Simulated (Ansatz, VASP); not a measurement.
**KBr in VASP and in Ansatz**

File INCAR:

```
SYSTEM = KBr
PREC = Accurate
ENCUT = 520
EDIFF = 1E-6
ISMEAR = -1
SIGMA = 0.05
LREAL = .FALSE.
LASPH = .TRUE.
NELM = 80
ALGO = Normal
ISIF = 2
LWAVE = .FALSE.
LCHARG = .FALSE.
GGA = B5
ALDAX = 1.0
AGGAX = 1.0
AGGAC = 1.0
ALDAC = 0.0
NBANDS = 15
```

File KPOINTS:

```
Automatic mesh
0
G
  7 7 7
  0 0 0
```

Contents of POSCAR:

```
KBr
1.0
    0.0000000000      3.3000000000      3.3000000000
    3.3000000000      0.0000000000      3.3000000000
    3.3000000000      3.3000000000      0.0000000000
Br K
1 1
Direct
    0.5000000000      0.5000000000      0.5000000000
    0.0000000000      0.0000000000      0.0000000000
```

Contents of input.yaml:

```yaml
crystal:
  lattice:
    - [0.0, 3.3, 3.3]
    - [3.3, 0.0, 3.3]
    - [3.3, 3.3, 0.0]
  atoms:
    - { symbol: Br, position: [0.5, 0.5, 0.5] }
    - { symbol: K, position: [0.0, 0.0, 0.0] }
kpoints:
  mp_grid: { grid: [7, 7, 7] }
  band_path:
    path:
      - [0.0, 0.0, 0.0]
      - [0.5, 0.0, 0.5]
      - [0.5, 0.25, 0.75]
      - [0.375, 0.375, 0.75]
      - [0.0, 0.0, 0.0]
      - [0.5, 0.5, 0.5]
      - [0.625, 0.25, 0.625]
      - [0.5, 0.25, 0.75]
    npoints: 8
scf:
  occupations: { method: fermi_dirac, width: 0.05 }
hamiltonian:
  xc: blyp
  pseudopotentials: { kind: all_electron, lapw: { basis_error: 0.001 } }
output:
  forces: true
  stress: true
  eigenvalues: true
```

Alike in both runs: functional BLYP; k mesh 7 × 7 × 7; occupations fermi-dirac, width 0.05 eV; no spin polarisation.

```csv
,VASP,Ansatz
version,VASP 6.6.1,Ansatz 0.2.0
potentials or method,"VASP PAW PBE potentials, release 64 (Br, K_sv), cutoff 520 eV","all-electron LAPW, scalar-relativistic"
task,single point,band structure
```

Ansatz gave:

| Property | Result |
| --- | --- |
| gap on the k mesh at the Fermi level (eV) | 4.44 |
| least direct gap on the mesh (eV) | 4.44 |
| pressure (GPa) | 1.5 |

Task: What did VASP give for the same quantities?

Result: gap on the k mesh at the Fermi level (eV): 4.45; least direct gap on the mesh (eV): 4.45; pressure (GPa): 1.5.

VASP's potentials were made for PBE, not for BLYP. Ansatz ran all-electron here, and VASP with PAW potentials.
